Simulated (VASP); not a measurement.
## Sr8YZr6O24 (a cell with a defect): single point with PBEsol

System: Sr8YZr6O24 (a cell with a defect).

```
CELL_PARAMETERS angstrom
8.26000 0.00000 0.00000
0.00000 8.26000 0.00000
0.00000 0.00000 8.26000
ATOMIC_POSITIONS crystal
Sr 0.01757 0.98093 0.00538
Sr 0.03915 0.97791 0.53411
Sr 0.98910 0.50643 0.96792
Sr 0.99136 0.50648 0.49843
Sr 0.50655 0.99296 0.00121
Sr 0.51007 0.99340 0.53312
Sr 0.45975 0.52216 0.96598
Sr 0.48165 0.51742 0.49184
Y 0.24944 0.25038 0.25022
Zr 0.24987 0.25039 0.74986
Zr 0.24931 0.75025 0.25002
Zr 0.74927 0.24991 0.24994
Zr 0.74997 0.25000 0.75062
Zr 0.74914 0.75050 0.25006
Zr 0.74940 0.74967 0.75002
O 0.21133 0.30443 0.99155
O 0.28968 0.19677 0.50860
O 0.20528 0.70187 0.01529
O 0.29331 0.79899 0.48450
O 0.79304 0.21321 0.00016
O 0.70728 0.28660 0.50097
O 0.78439 0.78446 0.00131
O 0.71398 0.71588 0.49891
O 0.98839 0.20102 0.30064
O 0.99726 0.28763 0.71339
O 0.99641 0.78963 0.28983
O 0.98723 0.71475 0.71847
O 0.51048 0.30284 0.20276
O 0.50264 0.21295 0.78733
O 0.50190 0.71090 0.21016
O 0.51178 0.78570 0.78194
O 0.27372 0.99184 0.18515
O 0.21332 0.01224 0.78825
O 0.22412 0.50893 0.31467
O 0.28726 0.48808 0.71078
O 0.69283 0.99997 0.27238
O 0.77987 0.00093 0.70968
O 0.80477 0.50081 0.22797
O 0.71998 0.49913 0.79169
```

```json
{
  "Program": "VASP 6.6.1",
  "Task": "single point",
  "Functional": "PBEsol",
  "Potentials or basis": "VASP PAW PBE potentials, release 64 (Sr_sv, Y_sv, Zr_sv, O)",
  "Cutoff": "520 eV",
  "k mesh": "1 × 1 × 1, shifted",
  "Occupations": "fermi-dirac, width 0.05 eV",
  "Spin": "collinear spin",
  "Fixed moment": "1 μB"
}
```

```yaml
Pressure: -0.9 GPa
Largest_force: 0.244 eV/Å
Net_moment: 1.00 μB per cell
Site_moments: Sr -0.00, +0.00 (each value once); Y +0.00; Zr -0.01, -0.02, +0.01, -0.00, +0.00 (each value once); O +0.08, +0.36, -0.01, -0.00, -0.10, +0.01, -0.02, -0.29, +0.10, +0.35, -0.07, +0.00 (each value once) μB
Valence_electrons_inside_the_program's_atomic_spheres: Sr 7.97, 7.99, 7.98 (each value once); Y 10.16; Zr 9.86, 9.85, 9.70, 9.71 (each value once); O 5.00, 4.92, 4.99, 5.02, 4.97, 5.01 (each value once)
```

Forces in eV/Å, atoms in the order of the input:
```
Sr  -0.161  0.113  0.137
Sr  -0.093  0.102 -0.126
Sr  -0.120 -0.085  0.066
Sr  -0.116 -0.090 -0.104
Sr   0.117  0.085  0.104
Sr   0.121  0.093 -0.068
Sr   0.096 -0.085  0.129
Sr   0.173 -0.115 -0.128
Y   -0.013 -0.013 -0.010
Zr  -0.001  0.000  0.012
Zr  -0.003  0.004 -0.009
Zr   0.020 -0.006  0.022
Zr  -0.012  0.001 -0.017
Zr   0.005  0.004  0.000
Zr   0.002  0.015  0.005
O    0.018  0.027 -0.008
O   -0.029 -0.036 -0.004
O    0.050  0.070 -0.079
O   -0.054 -0.069  0.088
O    0.037 -0.052 -0.101
O   -0.039  0.054  0.094
O    0.018 -0.016 -0.040
O   -0.019  0.018  0.040
O    0.143 -0.026  0.023
O    0.085 -0.007  0.015
O    0.158  0.030  0.026
O   -0.022  0.029  0.064
O   -0.139  0.028 -0.025
O   -0.086 -0.003 -0.002
O   -0.155 -0.027 -0.031
O    0.024 -0.040 -0.062
O   -0.029 -0.069  0.004
O    0.078 -0.043 -0.035
O    0.020  0.076 -0.006
O   -0.078  0.051  0.037
O   -0.043 -0.039 -0.005
O    0.009 -0.075 -0.006
O    0.043  0.034  0.002
O   -0.007  0.065  0.000
```

Stress tensor (GPa, compression positive):
```
-0.99  0.85  0.24
 0.85 -1.21  0.53
 0.24  0.53 -0.53
```

Wall time 110 min on 1 thread of Intel Xeon 8259CL (shared host), peak memory 1.1 GiB.

Caveat: the k points lie up to 0.38 Å⁻¹ apart; the PAW data sets were made with another functional, which shifts forces and pressure a little; the total moment is fixed, so each spin has its own Fermi level and the state may be an excited one.
